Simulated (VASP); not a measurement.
# KCl: single point with PBEsol

Crystal: KCl.

```xyz
4
Lattice="0.0000 -3.1207 -3.2664 -3.1207 0.0000 -3.2664 3.1207 3.1207 -6.5329" Properties=species:S:1:pos:R:3 pbc="T T T"
K     0.0000    0.0000   -6.5329
K    -3.1207    0.0000   -3.2664
Cl   -0.0309   -0.0686   -9.9035
Cl    0.0309    0.0686   -3.1622
```

This cell differs from its parent crystal: atoms displaced along a vibrational mode, the cell strained.

```yaml
Program: VASP 6.6.1
Task: single point
Functional: PBEsol
Potentials_or_basis: VASP PAW PBE potentials, release 64 (K_sv, Cl)
Cutoff: 520 eV
k_mesh: 6 × 6 × 6
Occupations: gaussian, width 0.05 eV
Spin: no spin polarisation
```

```json
{
  "Pressure": "-0.5 GPa",
  "Largest force": "0.145 eV/Å",
  "Band gap on the k mesh": "4.93 eV"
}
```

Forces on the atoms (eV/Å):
```
K    0.000  0.000  0.000
K    0.000  0.000  0.000
Cl   0.051  0.112  0.078
Cl  -0.051 -0.112 -0.078
```

Stress tensor (GPa, compression positive):
```
-0.20 -0.01 -0.02
-0.01 -0.10 -0.04
-0.02 -0.04 -1.25
```

Levels at points of the mesh, in eV from the valence-band top:
| k point | band 14 | band 15 | band 16 | band 17 | band 18 | band 19 |
| --- | --- | --- | --- | --- | --- | --- |
| (0.00, 0.00, 0.00) | -0.03 | -0.01 | 0.00 | 4.93 | 7.36 | 8.07 |
| (0.50, 0.00, 0.00) | -0.36 | -0.30 | -0.28 | 7.17 | 7.25 | 8.01 |
| (0.00, 0.50, 0.00) | -0.39 | -0.29 | -0.29 | 7.21 | 7.22 | 8.00 |
| (0.50, 0.50, 0.00) | -0.34 | -0.20 | -0.20 | 6.45 | 7.36 | 8.08 |
| (0.00, 0.00, 0.50) | -0.19 | -0.17 | -0.17 | 6.14 | 6.19 | 8.01 |
| (0.50, 0.00, 0.50) | -0.33 | -0.26 | -0.25 | 6.40 | 7.35 | 8.11 |
| (0.00, 0.50, 0.50) | -0.33 | -0.26 | -0.25 | 6.41 | 7.35 | 8.11 |
| (0.50, 0.50, 0.50) | -0.34 | -0.30 | -0.24 | 7.20 | 7.35 | 8.05 |

Run time: 4.1 min on 1 thread of Intel(R) Xeon(R) 6975P-C (Granite Rapids) (shared host), peak memory 0.44 GiB.

Caveat: the cell differs from its parent crystal (atoms displaced along a vibrational mode, the cell strained); the PAW data sets were made with another functional, which shifts forces and pressure a little. A k mesh can miss the band edges.
